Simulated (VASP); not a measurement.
Crystal: ScAl3.

```
Sc Al
1.0
     3.00791    0.00000    0.00000
    -1.50396    2.60493    0.00000
     0.00000    0.00000    9.41465
Sc Al
1 3
Direct
  0.33333 0.66667 0.00000
  0.33333 0.66667 0.50000
  0.66667 0.33333 0.25918
  0.66667 0.33333 0.74082
```

* Program: VASP 6.6.1
* Task: relaxation of cell and atoms
* Functional: PBE
* Potentials or basis: VASP PAW PBE potentials, release 64 (Sc_sv, Al)
* Cutoff: 600 eV
* k mesh: 18 × 18 × 6
* Occupations: gaussian, width 0.1 eV
* Spin: no spin polarisation

At the start: pressure -0.0 GPa; volume 18.44 Å³/atom.

Task: How do energy, volume and symmetry change on relaxing?

Result: Over 10 steps the energy falls by 4.6 meV/atom and the volume is 18.53 Å³/atom (+0.5 %); space group P-6m2 (No. 187, to 0.05 Å).

Step by step:
| step | energy change (eV) | largest force (eV/Å) | pressure (GPa) | volume (Å³) |
| --- | --- | --- | --- | --- |
| 1 | 0.0000 | 0.0214 | -0.02 | 73.77 |
| 2 | -0.0140 | 0.0318 | 0.20 | 73.73 |
| 3 | -0.0176 | 0.0381 | 0.43 | 73.69 |
| 4 | -0.0183 | 0.0218 | -0.12 | 74.30 |
| 5 | -0.0184 | 0.0251 | -0.04 | 74.19 |
| 6 | -0.0184 | 0.0253 | -0.04 | 74.18 |
| 7 | -0.0182 | 0.0315 | 0.20 | 73.93 |
| 8 | -0.0184 | 0.0258 | -0.03 | 74.16 |
| 9 | -0.0184 | 0.0175 | -0.02 | 74.15 |
| 10 | -0.0185 | 0.0012 | 0.02 | 74.12 |

Final structure:
```yaml
crystal:
  lattice:
    - [3.04915, 0.00000, 0.00000]
    - [-1.52457, 2.64064, 0.00000]
    - [0.00000, 0.00000, 9.20604]
  atoms:
    - { symbol: Sc, position: [0.33333, 0.66667, 0.00000] }
    - { symbol: Al, position: [0.33333, 0.66667, 0.50000] }
    - { symbol: Al, position: [0.66667, 0.33333, 0.26007] }
    - { symbol: Al, position: [0.66667, 0.33333, 0.73993] }
```
